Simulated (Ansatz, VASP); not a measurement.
# One calculation of K, two programs

The input INCAR:

```
SYSTEM = K
  PREC = Accurate
  ENCUT = 520
  EDIFF = 1E-6
  ISMEAR = -1
  SIGMA = 0.05
  LREAL = .FALSE.
  LASPH = .TRUE.
  NELM = 60
  ALGO = Normal
  ISIF = 2
  LWAVE = .FALSE.
  LCHARG = .FALSE.
  GGA = PE
  NBANDS = 10
```

File KPOINTS:

```
Automatic mesh
0
G
  7 7 7
  0 0 0
```

File POSCAR:

```
K
1.0
    0.0000000000      3.4583970173      3.4583970173
    3.4583970173      0.0000000000      3.4583970173
    3.4583970173      3.4583970173      0.0000000000
K
1
Direct
    0.0000000000      0.0000000000      0.0000000000
```

The input input.yaml:

```yaml
crystal:
  lattice:
    - [0.0, 3.4583970173, 3.4583970173]
    - [3.4583970173, 0.0, 3.4583970173]
    - [3.4583970173, 3.4583970173, 0.0]
  atoms:
    - { symbol: K, position: [0.0, 0.0, 0.0] }
kpoints:
  mp_grid: { grid: [7, 7, 7] }
scf:
  occupations: { method: fermi_dirac, width: 0.05 }
hamiltonian:
  xc: pbe
  pseudopotentials: { kind: all_electron, lapw: { basis_error: 0.0005 } }
output:
  forces: true
  stress: true
  eigenvalues: true
```

Change from the starting cell: volume scaled by 1.06.

Alike in both runs: task single point; functional PBE; k mesh 7 × 7 × 7; occupations fermi-dirac, width 0.05 eV; no spin polarisation.

|  | VASP | Ansatz |
| --- | --- | --- |
| version | VASP 6.6.1 | Ansatz 0.2.0 |
| potentials or method | VASP PAW PBE potentials, release 64 (K_sv), cutoff 520 eV | all-electron LAPW, scalar-relativistic |

```tsv
	VASP	Ansatz	Ansatz less VASP
gap on the k mesh at the Fermi level (eV)	none	none	-
pressure (GPa)	-0.3	-0.3	+0.01
```

A gap of «none» marks a metal or a gap that the smearing closes. Ansatz ran all-electron here, and VASP with PAW potentials.
